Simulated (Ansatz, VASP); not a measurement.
Pb: VASP beside Ansatz

```
CELL_PARAMETERS angstrom
0.00000 2.46980 2.53154
2.46980 0.00000 2.53154
2.46980 2.46980 0.00000
ATOMIC_POSITIONS crystal
Pb 0.00000 0.00000 0.00000
```

Change from the starting cell: strain +0.000 along x and y, +0.025 along z, atoms carried along.

Alike in both runs: task single point; functional PBEsol; k mesh 16 × 16 × 16; occupations gaussian, width 0.15 eV; no spin polarisation.

|  | VASP | Ansatz |
| --- | --- | --- |
| version | VASP 6.6.1 | Ansatz 0.2.0 |
| potentials or method | VASP PAW PBE potentials, release 64 (Pb_d), cutoff 520 eV | scalar-relativistic, plane waves, PAW |
| valence electrons in the cell | 14 | 14 |

|  | VASP | Ansatz | Ansatz less VASP |
| --- | --- | --- | --- |
| gap on the k mesh at the Fermi level (eV) | none | none | - |
| pressure (GPa) | -1.4 | -1.3 | +0.04 |
| traceless stress, the component that is largest in VASP (GPa) | -0.25 | -0.25 | -0.002 |

VASP's potentials were made for PBE, not for PBEsol. A gap of «none» marks a metal or a gap that the smearing closes.

Spin-orbit coupling is off throughout.
